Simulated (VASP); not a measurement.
Crystal: Al3Cl.

```
CELL_PARAMETERS angstrom
2.88572 0.00000 0.00000
-1.44286 2.49910 0.00000
0.00000 0.00000 8.95432
ATOMIC_POSITIONS crystal
Al 0.66667 0.33333 0.50000
Al 0.33333 0.66667 0.24192
Al 0.33333 0.66667 0.75808
Cl 0.66667 0.33333 0.00000
```

| Property | Result |
| --- | --- |
| Program | VASP 6.6.1 |
| Task | relaxation of cell and atoms |
| Functional | PBE |
| Potentials or basis | VASP PAW PBE potentials, release 64 (Al, Cl) |
| Cutoff | 600 eV |
| k mesh | 6 × 6 × 2 |
| Occupations | gaussian, width 0.1 eV |
| Spin | no spin polarisation |

At the start: pressure 7.8 GPa; volume 16.14 Å³/atom.

Q: Where does the relaxation end?

A: Over 5 steps the energy falls by 48.6 meV/atom and the volume is 18.04 Å³/atom (+11.7 %); space group P-6m2 (No. 187, to 0.05 Å).

The path:
```tsv
step	energy change (eV)	largest force (eV/Å)	pressure (GPa)	volume (Å³)
1	0.0000	0.3972	7.80	64.58
2	-0.1879	0.2087	-0.09	72.18
3	-0.1879	0.2094	-0.11	72.19
4	-0.1918	0.1380	-0.11	72.17
5	-0.1944	0.0251	-0.08	72.16
```

Final structure:
```
CELL_PARAMETERS angstrom
3.01285 0.00000 0.00000
-1.50643 2.60921 0.00000
0.00000 0.00000 9.17871
ATOMIC_POSITIONS crystal
Al 0.66667 0.33333 0.50000
Al 0.33333 0.66667 0.23690
Al 0.33333 0.66667 0.76310
Cl 0.66667 0.33333 0.00000
```

Caveat: the k points lie up to 0.40 Å⁻¹ apart in the final cell.
